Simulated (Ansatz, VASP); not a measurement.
ScF3: VASP beside Ansatz

The input INCAR:

```
  PREC = Accurate
  ENCUT = 520
  EDIFF = 1E-8
  ISMEAR = -1
  SIGMA = 0.02
  LREAL = False
  LASPH = True
  NELM = 100
  ALGO = Normal
  ISIF = 2
  LWAVE = False
  LCHARG = False
  GGA = CA
  LEFG = True
  NBANDS = 24
```

The input KPOINTS:

```
Automatic mesh
0
Gamma
  6 6 6
```

The input POSCAR:

```
ScF3
1.0
    4.0911454693      0.0000000000      0.0000000000
    0.0000000000      4.0911454693      0.0000000000
    0.0000000000      0.0000000000      4.0911454693
Sc F
1 3
Direct
    0.0000000000      0.0000000000      0.0000000000
    0.5000000000      0.0000000000      0.0000000000
    0.0000000000      0.5000000000      0.0000000000
    0.0000000000      0.0000000000      0.5000000000
```

Input for Ansatz:

```yaml
crystal:
  lattice:
    - [4.0911454693, 0.0, 0.0]
    - [0.0, 4.0911454693, 0.0]
    - [0.0, 0.0, 4.0911454693]
  atoms:
    - { symbol: Sc, position: [0.0, 0.0, 0.0] }
    - { symbol: F, position: [0.5, 0.0, 0.0] }
    - { symbol: F, position: [0.0, 0.5, 0.0] }
    - { symbol: F, position: [0.0, 0.0, 0.5] }
kpoints:
  mp_grid: { grid: [6, 6, 6] }
scf:
  occupations: { method: fermi_dirac, width: 0.02 }
hamiltonian:
  xc: lda
  pseudopotentials: { kind: all_electron, datasets: crystal }
output:
  forces: true
  stress: true
  eigenvalues: true
  efg: { contact_densities: true }
```

Change from the starting cell: volume scaled by 1.06, crystal datasets.

Alike in both runs: task electric field gradients; functional LDA; k mesh 6 × 6 × 6; occupations fermi-dirac, width 0.02 eV; no spin polarisation.

```csv
,VASP,Ansatz
version,VASP 6.6.1,Ansatz 0.2.0
potentials or method,"VASP PAW LDA potentials, release 64 (Sc_sv, F), cutoff 520 eV","all-electron PAW with datasets made for the crystal, scalar-relativistic"
```

Ansatz gave:

```
gap on the k mesh at the Fermi level (eV)            : 5.91
pressure (GPa)                                       : -7.7
size of Vzz on the site where it differs most (V/Å²) : 65.4
```

Problem. Which values does VASP return?

Solution. gap on the k mesh at the Fermi level (eV): 5.89; pressure (GPa): -7.2; size of Vzz on the site where it differs most (V/Å²): 64.7.

LDA's correlation is that of Perdew and Zunger in VASP and of Perdew and Wang (1992) in Ansatz. Ansatz ran all-electron here, and VASP with PAW potentials.
